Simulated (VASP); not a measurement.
# C (Fd-3m) in VASP: further runs

C is run at these levels: r2SCAN, HSE06; tasks: single point.

All numbers are computed with VASP 6.6.1; they aren't measurements. Logs are shortened: lines on timing, memory, paths and dates and some standing lists are left out, and cuts for length are marked.

## (1) The cell of the first run

Symmetry: Fd-3m, No. 227, cubic system. Conventional cell: a = 3.560 Å, b = 3.560 Å, c = 3.560 Å, α = 90.00°, β = 90.00°, γ = 90.00°. Within 2.1 Å of C (site symmetry -43m) lie 4 C at 1.54 Å.

## (2) Single point, r2SCAN

POSCAR reads:

```
C
1.0
    0.0000000000      1.7801241411      1.7801241411
    1.7801241411      0.0000000000      1.7801241411
    1.7801241411      1.7801241411      0.0000000000
C
2
Direct
    0.0000000000      0.0000000000      0.0000000000
    0.2500000000      0.2500000000      0.2500000000
```

INCAR.step1 reads:

```
SYSTEM = C
  PREC = Accurate
  ENCUT = 520
  ISMEAR = 0
  SIGMA = 0.01
  LREAL = .FALSE.
  LASPH = .TRUE.
  NELM = 80
  NBANDS = 11
  GGA = PE
  ALGO = Normal
  EDIFF = 1E-4
  LWAVE = .TRUE.
  LCHARG = .FALSE.
```

INCAR.step2 reads:

```
SYSTEM = C
  PREC = Accurate
  ENCUT = 520
  EDIFF = 1E-7
  ISMEAR = 0
  SIGMA = 0.01
  LREAL = .FALSE.
  LASPH = .TRUE.
  NELM = 80
  ALGO = Normal
  ISIF = 2
  LWAVE = .FALSE.
  LCHARG = .FALSE.
  METAGGA = R2SCAN
  LMIXTAU = .TRUE.
  NBANDS = 11
  ISTART = 1
```

KPOINTS reads:

```
regular mesh
0
G
  10 10 10
  0 0 0
```

Potentials or basis: VASP PAW PBE potentials, release 64 (C).

The run is started by

```
cat potpaw_PBE.64/C/POTCAR > POTCAR
cp INCAR.step1 INCAR
mpirun -np 1 vasp_std > vasp.out
cp INCAR.step2 INCAR
mpirun -np 1 vasp_std > vasp.out
```

OUTCAR:

```text
SYSTEM = C
   PREC = Accurate
   ENCUT = 520
   EDIFF = 1E-7
   ISMEAR = 0
   LREAL = .FALSE.
   LASPH = .TRUE.
   NELM = 80
   ISIF = 2
   METAGGA = R2SCAN
   ISTART = 1

 ion  position               nearest neighbor table
   1  0.000  0.000  0.000-   2 1.54   2 1.54   2 1.54   2 1.54
   2  0.250  0.250  0.250-   1 1.54   1 1.54   1 1.54   1 1.54

  LATTYP: Found a face centered cubic cell.
 ALAT       =     3.5602482822

  Lattice vectors:

 A1 = (   0.0000000000,   1.7801241411,   1.7801241411)
 A2 = (   1.7801241411,   0.0000000000,   1.7801241411)
 A3 = (   1.7801241411,   1.7801241411,   0.0000000000)

Analysis of symmetry for initial positions (statically):
=====================================================================
 Subroutine PRICEL returns:
 Original cell was already a primitive cell.

 Routine SETGRP: Setting up the symmetry group for a
 face centered cubic supercell.

 Subroutine GETGRP returns: Found 48 space group operations
 (whereof 24 operations were pure point group operations)
 out of a pool of 48 trial point group operations.

The static configuration has the point symmetry T_d .
 The point group associated with its full space group is O_h .

Analysis of symmetry for dynamics (positions and initial velocities):
=====================================================================
 Subroutine PRICEL returns:
 Original cell was already a primitive cell.

 Routine SETGRP: Setting up the symmetry group for a
 face centered cubic supercell.

 Subroutine GETGRP returns: Found 48 space group operations
 (whereof 24 operations were pure point group operations)
 out of a pool of 48 trial point group operations.

The dynamic configuration has the point symmetry T_d .
 The point group associated with its full space group is O_h .

 Subroutine INISYM returns: Found 48 space group operations
 (whereof 24 operations are pure point group operations),
 and found     1 'primitive' translations

----------------------------------------------------------------------------------------

                                     Primitive cell

  volume of cell :      11.2819

  direct lattice vectors                    reciprocal lattice vectors
     0.000000000  1.780124141  1.780124141    -0.280879287  0.280879287  0.280879287
     1.780124141  0.000000000  1.780124141     0.280879287 -0.280879287  0.280879287
     1.780124141  1.780124141  0.000000000     0.280879287  0.280879287 -0.280879287
[... 90 lines left out ...]
   ISIF   =      2    stress and relaxation
   ISYM   =      2    0-nonsym 1-usesym 2-fastsym
   POTIM  = 0.5000    time-step for ionic-motion
   TEBEG  =    0.0;   TEEND  =   0.0 temperature during run
   PSTRESS=    0.0 pullay stress
   NELECT =       8.0000    total number of electrons
   NUPDOWN=      -1.0000    fix difference up-down
   EMIN   =  10.00;   EMAX   =-10.00  energy-range for DOS
   EFERMI =   0.00;   METHOD = LEGACY
   ISMEAR =     0;   SIGMA  =   0.01  broadening in eV -4-tet -1-fermi 0-gaus
   EFERMI_NEDOS =   21; number of points for ismear=-14 and -15
   IALGO  =     38    algorithm
   IMIX   =      4    mixing-type and parameters
     AMIX     =   0.40;   BMIX     =  1.00
     AMIX_MAG =   1.60;   BMIX_MAG =  1.00
  volume/ion in A,a.u.               =       5.64        38.07
  Fermi-wavevector in a.u.,A,eV,Ry     =   1.459860  2.758735 28.996616  2.131191
  Thomas-Fermi vector in A             =   2.576377
   LORBIT       =      0    0 simple, 1 ext, 2 COOP (PROOUT), +10 PAW based schemes
   METAGGA = R2SCAN    functional components
   LHFCALC =     F    Hartree Fock is set to
   AEXX    =    0.0000 exact exchange contribution
   IVDW    =     0    specifies the selected vdW correction
   LEPSILON=     F    determine dielectric tensor
   LRPA    =     F    only Hartree local field effects (RPA)
 non-spin polarized calculation
 Gauss-broadening in eV      SIGMA  =   0.01
  energy-cutoff  :      520.00
  volume of cell :       11.28
 maximum number of plane-waves:       318
   NGX =  9   NGY =  9   NGZ =  9

 number of electron       7.9999999 magnetization

 Free energy of the ion-electron system (eV)
  ---------------------------------------------------
  ext. energy  EPLUGINS =         0.00000000
  ---------------------------------------------------
  free energy    TOTEN  =       -19.65710983 eV

  energy without entropy =      -19.65710983  energy(sigma->0) =      -19.65710983

 E-fermi :   9.9015     XC(G=0): -14.2880

 val. band max:        9.7925167481   @ k =   0.0000   0.0000   0.0000
 cond. band min:      14.1722091733   @ k =   0.4000   0.4000   0.0000
 fundamental gap:      4.3796924252
 Fermi energy:         9.9015318727

 k-point     1 :       0.0000    0.0000    0.0000
  band No.  band energies     occupation
      1     -12.9788      2.00000
      2       9.7925      2.00000
      3       9.7925      2.00000
      4       9.7925      2.00000
      5      15.6431      0.00000
      6      15.6431      0.00000
      7      15.6431      0.00000
      8      23.7419      0.00000
      9      30.2615      0.00000
     10      37.2413      0.00000
     11      37.2413      0.00000
[... 309 lines left out ...]
 k-point    24 :       0.4000    0.3000    0.0000
  band No.  band energies     occupation
      1      -8.1656      2.00000
      2       1.1387      2.00000
      3       3.4406      2.00000
      4       4.0944      2.00000
      5      14.8251      0.00000
      6      18.2387      0.00000
      7      24.7795      0.00000
      8      24.8298      0.00000
      9      32.8415      0.00000
     10      34.1710      0.00000
     11      41.9198      0.00000

 [... further k-points ...]

------------------------ aborting loop because EDIFF is reached ----------------------------------------

  FORCE on cell =-STRESS in cart. coord.  units (eV):
  Direction    XX          YY          ZZ          XY          YZ          ZX
  --------------------------------------------------------------------------------------
  -------------------------------------------------------------------------------------
  Total        0.0798092      0.0798092      0.0798092     -0.0000000      0.0000000     -0.0000000
  in kB       11.3339921     11.3339921     11.3339921     -0.0000000      0.0000000     -0.0000000
  external PRESSURE =      11.3339921 kB  Pullay stress =       0.0000000 kB

 VOLUME and BASIS-vectors are now :
 -----------------------------------------------------------------------------
  energy-cutoff  :      520.00
  volume of cell :       11.28
      direct lattice vectors                 reciprocal lattice vectors
     0.000000000  1.780124141  1.780124141    -0.280879287  0.280879287  0.280879287
     1.780124141  0.000000000  1.780124141     0.280879287 -0.280879287  0.280879287
     1.780124141  1.780124141  0.000000000     0.280879287  0.280879287 -0.280879287

 POSITION                                       TOTAL-FORCE (eV/Angst)
 -----------------------------------------------------------------------------------
      0.00000      0.00000      0.00000         0.000000      0.000000      0.000000
      0.89006      0.89006      0.89006        -0.000000     -0.000000     -0.000000
 -----------------------------------------------------------------------------------
    total drift:                                0.000000      0.000000      0.000000

  FREE ENERGIE OF THE ION-ELECTRON SYSTEM (eV)
  ---------------------------------------------------
  free  energy   TOTEN  =       -19.6571098323 eV

  energy  without entropy=      -19.6571098323  energy(sigma->0) =      -19.65710983
```

Wall time 26 s (1 thread of Intel Xeon Platinum 8259CL at 2.50GHz (Skylake/Cascade Lake), shared host); peak memory 0.12 GiB.

Results:

```
Free energy            : -19.6571 eV
Pressure               : 1.1 GPa
Band gap on the k mesh : 4.38 eV (least direct gap 5.85 eV)
```

Caveat: the PAW data sets were made with another functional, which shifts forces and pressure a little.

## (3) Single point, HSE06

POSCAR is that of step 2.

INCAR.step1 reads:

```
PREC = Accurate
ENCUT = 520
EDIFF = 1E-5
ISMEAR = 0
SIGMA = 0.01
LREAL = F
LASPH = T
NELM = 80
ALGO = Normal
ISIF = 2
LWAVE = T
LCHARG = F
GGA = PE
NBANDS = 11
```

INCAR.step2 reads:

```
PREC = Accurate
ENCUT = 520
EDIFF = 1E-6
ISMEAR = 0
SIGMA = 0.01
LREAL = F
LASPH = T
NELM = 80
ALGO = Normal
ISIF = 2
LWAVE = F
LCHARG = F
GGA = PE
LHFCALC = T
HFSCREEN = 0.2079
PRECFOCK = Normal
ISTART = 1
NBANDS = 11
```

KPOINTS reads:

```
Automatic mesh
0
Gamma
  8 8 8
```

Potentials or basis: VASP PAW PBE potentials, release 64 (C).

The run is started by

```
cat potpaw_PBE.64/C/POTCAR > POTCAR
cp INCAR.step1 INCAR
mpirun -np 1 vasp_std > vasp.out
cp INCAR.step2 INCAR
mpirun -np 1 vasp_std > vasp.out
```

OUTCAR:

```text
PREC = Accurate
   ENCUT = 520
   EDIFF = 1E-6
   ISMEAR = 0
   LREAL = F
   LASPH = T
   NELM = 80
   ISIF = 2
   GGA = PE
   LHFCALC = T
   HFSCREEN = 0.2079
   PRECFOCK = Normal
   ISTART = 1

 ion  position               nearest neighbor table
   1  0.000  0.000  0.000-   2 1.54   2 1.54   2 1.54   2 1.54
   2  0.250  0.250  0.250-   1 1.54   1 1.54   1 1.54   1 1.54

  LATTYP: Found a face centered cubic cell.
 ALAT       =     3.5602482822

  Lattice vectors:

 A1 = (   0.0000000000,   1.7801241411,   1.7801241411)
 A2 = (   1.7801241411,   0.0000000000,   1.7801241411)
 A3 = (   1.7801241411,   1.7801241411,   0.0000000000)

Analysis of symmetry for initial positions (statically):
=====================================================================
 Subroutine PRICEL returns:
 Original cell was already a primitive cell.

 Routine SETGRP: Setting up the symmetry group for a
 face centered cubic supercell.

 Subroutine GETGRP returns: Found 48 space group operations
 (whereof 24 operations were pure point group operations)
 out of a pool of 48 trial point group operations.

The static configuration has the point symmetry T_d .
 The point group associated with its full space group is O_h .

Analysis of symmetry for dynamics (positions and initial velocities):
=====================================================================
 Subroutine PRICEL returns:
 Original cell was already a primitive cell.

 Routine SETGRP: Setting up the symmetry group for a
 face centered cubic supercell.

 Subroutine GETGRP returns: Found 48 space group operations
 (whereof 24 operations were pure point group operations)
 out of a pool of 48 trial point group operations.

The dynamic configuration has the point symmetry T_d .
 The point group associated with its full space group is O_h .

 Subroutine INISYM returns: Found 48 space group operations
 (whereof 24 operations are pure point group operations),
[... 130 lines left out ...]
   HFSCREENC=   0.2079 screening length for correlation (either q_TF or 0.3 A-1)
   ENCUTFOCK=  -1.0 apply spherical cutoff to Coloumb kernel
   IVDW    =     0    specifies the selected vdW correction
   LEPSILON=     F    determine dielectric tensor
   LRPA    =     F    only Hartree local field effects (RPA)
 non-spin polarized calculation
 Gauss-broadening in eV      SIGMA  =   0.01
  energy-cutoff  :      520.00
  volume of cell :       11.28
 maximum number of plane-waves:       314
  NGX = 16; NGY = 16; NGZ = 16

 number of electron       7.9999999 magnetization

 Free energy of the ion-electron system (eV)
  ---------------------------------------------------
  ext. energy  EPLUGINS =         0.00000000
  ---------------------------------------------------
  free energy    TOTEN  =       -21.05081071 eV

  energy without entropy =      -21.05081071  energy(sigma->0) =      -21.05081071

 E-fermi :   9.2654     XC(G=0): -10.8444

 val. band max:        9.1911915839   @ k =   0.0000   0.0000   0.0000
 cond. band min:      14.4828349463   @ k =   0.3750   0.3750   0.0000
 fundamental gap:      5.2916433624
 Fermi energy:         9.2653528444

 k-point     1 :       0.0000    0.0000    0.0000
  band No.  band energies     occupation
      1     -14.4219      2.00000
      2       9.1912      2.00000
      3       9.1912      2.00000
      4       9.1912      2.00000
      5      16.1782      0.00000
      6      16.1782      0.00000
      7      16.1782      0.00000
      8      24.5832      0.00000
      9      30.1092      0.00000
     10      37.5525      0.00000
     11      37.5525      0.00000
[... 309 lines left out ...]
 k-point    24 :      -0.3750    0.2500    0.1250
  band No.  band energies     occupation
      1      -7.0621      2.00000
      2      -4.3951      2.00000
      3       2.2474      2.00000
      4       4.0637      2.00000
      5      18.9355      0.00000
      6      20.2878      0.00000
      7      24.3327      0.00000
      8      26.2220      0.00000
      9      29.2515      0.00000
     10      35.5677      0.00000
     11      37.6043      0.00000

 [... further k-points ...]

------------------------ aborting loop because EDIFF is reached ----------------------------------------

  FORCE on cell =-STRESS in cart. coord.  units (eV):
  Direction    XX          YY          ZZ          XY          YZ          ZX
  --------------------------------------------------------------------------------------
  -------------------------------------------------------------------------------------
  Total       -0.3420548     -0.3420548     -0.3420548     -0.0000000     -0.0000000      0.0000000
  in kB      -48.5764100    -48.5764100    -48.5764100     -0.0000000     -0.0000000      0.0000000
  external PRESSURE =     -48.5764100 kB  Pullay stress =       0.0000000 kB

 VOLUME and BASIS-vectors are now :
 -----------------------------------------------------------------------------
  energy-cutoff  :      520.00
  volume of cell :       11.28
      direct lattice vectors                 reciprocal lattice vectors
     0.000000000  1.780124141  1.780124141    -0.280879287  0.280879287  0.280879287
     1.780124141  0.000000000  1.780124141     0.280879287 -0.280879287  0.280879287
     1.780124141  1.780124141  0.000000000     0.280879287  0.280879287 -0.280879287

 POSITION                                       TOTAL-FORCE (eV/Angst)
 -----------------------------------------------------------------------------------
      0.00000      0.00000      0.00000         0.000000      0.000000      0.000000
      0.89006      0.89006      0.89006        -0.000000     -0.000000     -0.000000
 -----------------------------------------------------------------------------------
    total drift:                               -0.000000      0.000000     -0.000000

  FREE ENERGIE OF THE ION-ELECTRON SYSTEM (eV)
  ---------------------------------------------------
  free  energy   TOTEN  =       -21.0508107103 eV

  energy  without entropy=      -21.0508107103  energy(sigma->0) =      -21.05081071
```

OUTCAR.step1:

```text
PREC = Accurate
   ENCUT = 520
   EDIFF = 1E-5
   ISMEAR = 0
   LREAL = F
   LASPH = T
[... 558 lines left out ...]
 -----------------------------------------------------------------------------------
      0.00000      0.00000      0.00000        -0.000000     -0.000000      0.000000
      0.89006      0.89006      0.89006         0.000000      0.000000     -0.000000
 -----------------------------------------------------------------------------------
    total drift:                                0.000000      0.000000      0.000000

  FREE ENERGIE OF THE ION-ELECTRON SYSTEM (eV)
  ---------------------------------------------------
  free  energy   TOTEN  =       -18.1829345673 eV

  energy  without entropy=      -18.1829345673  energy(sigma->0) =      -18.18293457
```

It took 12 min on 1 thread of Intel Xeon Platinum 8259CL at 2.50GHz (Skylake/Cascade Lake), shared host; peak memory 0.22 GiB.

Results:

```yaml
Free_energy: -21.0508 eV
Pressure: -4.9 GPa
Band_gap_on_the_k_mesh: 5.29 eV (least direct gap 6.99 eV)
```

Caveat: the cell stands under tension; the PAW data sets were made with another functional, which shifts forces and pressure a little.
